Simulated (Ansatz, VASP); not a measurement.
## CdS in VASP and in Ansatz

```
Cd S
1.0
     6.60373    0.00000    0.00000
    -3.30187    5.71900    0.00000
     0.00000    0.00000    4.00215
Cd S
3 3
Direct
  0.62016 0.00000 0.66667
  0.00000 0.62016 0.33333
  0.37984 0.37984 0.00000
  0.36932 0.00000 0.16667
  0.00000 0.36932 0.83333
  0.63068 0.63068 0.50000
```

Alike in both runs: functional PBE; k mesh 6 × 6 × 8; occupations gaussian, width 0.02 eV; no spin polarisation.

Ansatz relaxed the structure, and its values are those at the end. VASP's run is a single point on that final structure, the one shown.

```csv
,VASP,Ansatz
version,VASP 6.6.1,Ansatz 0.2.0
potentials or method,"VASP PAW PBE potentials, release 64 (Cd, S), cutoff 520 eV","scalar-relativistic, plane waves, PAW"
valence electrons in the cell,54,78
```

|  | VASP | Ansatz | Ansatz less VASP |
| --- | --- | --- | --- |
| gap on the k mesh at the Fermi level (eV) | 0.98 | 0.98 | 0.000 |
| least direct gap on the mesh (eV) | 0.98 | 0.98 | 0.000 |
| pressure (GPa) | 0.3 | 0.0 | -0.31 |

VASP's potentials hold 54 valence electrons a cell and Ansatz's 78, so a difference there can come from the potentials and not from the codes.
